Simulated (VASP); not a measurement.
Here is a VASP 6.6.1 calculation.

File INCAR:

```
SYSTEM = SrTe
ALGO = Normal
EDIFF = 1E-6
ENCUT = 500
GGA = PS
GGA_COMPAT = .FALSE.
ISIF = 2
ISMEAR = -1
LASPH = .TRUE.
LCHARG = .TRUE.
LELF = .TRUE.
LREAL = .FALSE.
LVHAR = .TRUE.
LWAVE = .FALSE.
NBANDS = 15
NELM = 120
PREC = Accurate
SIGMA = 0.03
```

KPOINTS

```
k-points
0
G
  7 7 7
  0 0 0
```

The input POSCAR:

```
SrTe
1.0
    0.0000000000      2.7495072504      2.7495072504
    2.7495072504      0.0000000000      2.7495072504
    2.7495072504      2.7495072504      0.0000000000
Sr Te
1 1
Direct
    0.0000000000      0.0000000000      0.0000000000
    0.5000000000      0.5000000000      0.5000000000
```

Potentials or basis: VASP PAW PBE potentials, release 64 (Sr_sv, Te).

Launch:

```bash
$ cat potpaw_PBE.64/Sr_sv/POTCAR potpaw_PBE.64/Te/POTCAR > POTCAR
$ mpirun -np 1 vasp_std > vasp.out
```

**Question.** What does it give for the band gap on the k mesh?

**Answer.** Zero (band 8 reaches 8.61 eV, above the bottom of band 9 at 7.62 eV).

**Question.** What does it give for the pressure?

**Answer.** 61.2 GPa.

Caveat: the PAW data sets were made with another functional, which shifts forces and pressure a little; spin-orbit coupling is left out, which moves the levels of the heavy elements.
